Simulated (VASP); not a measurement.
Input of a VASP 6.6.1 run:

File INCAR:

```
SYSTEM = ZnS
PREC     = Accurate       ! precision mode
ENCUT    = 520            ! plane-wave cutoff, eV
EDIFF    = 1E-6           ! SCF threshold, eV
ISMEAR   = 0              ! smearing method
SIGMA    = 0.05           ! smearing width, eV
LREAL    = .FALSE.        ! projectors in reciprocal space
LASPH    = .TRUE.         ! aspherical terms in the spheres
NELM     = 60             ! most SCF steps
ALGO     = Normal         ! electronic algorithm
ISIF     = 2              ! what is computed and relaxed
LWAVE    = .FALSE.        ! write WAVECAR
LCHARG   = .FALSE.        ! write CHGCAR
GGA      = PE             ! functional
NBANDS   = 26             ! bands
```

File KPOINTS:

```
regular mesh
0
G
  12 12 4
  0 0 0
```

File POSCAR:

```
ZnS
1.0
    3.5378535486      0.0000000000      0.0000000000
   -1.7689267743      3.0638710479      0.0000000000
    0.0000000000      0.0000000000      6.5575466441
Zn S
2 2
Direct
    0.3333333333      0.6666666667      0.0052197901
    0.6666666667      0.3333333333      0.5052197901
    0.3333333333      0.6666666667      0.3797802099
    0.6666666667      0.3333333333      0.8797802099
```

Potentials or basis: VASP PAW PBE potentials, release 64 (Zn, S).

Launch:

```console
$ cat potpaw_PBE.64/Zn/POTCAR potpaw_PBE.64/S/POTCAR > POTCAR
$ mpirun -np 1 vasp_std > vasp.out
```

**Question.** What does it give for the pressure?

**Answer.** 14.0 GPa.

**Question.** Predict the band gap on the k mesh.

**Answer.** 1.94 eV.

**Question.** Predict the largest force.

**Answer.** 1.034 eV/Å.

Stress tensor (GPa, compression positive):
```
21.11  0.00  0.00
 0.00 21.11  0.00
 0.00  0.00 -0.15
```

Caveat: the cell differs from its parent crystal (strain -0.080 along x and y, +0.040 along z); the cell stands under pressure; forces of over 1 eV/Å act on the atoms, so gaps and moduli don't describe the material at rest. A k mesh can miss the band edges.
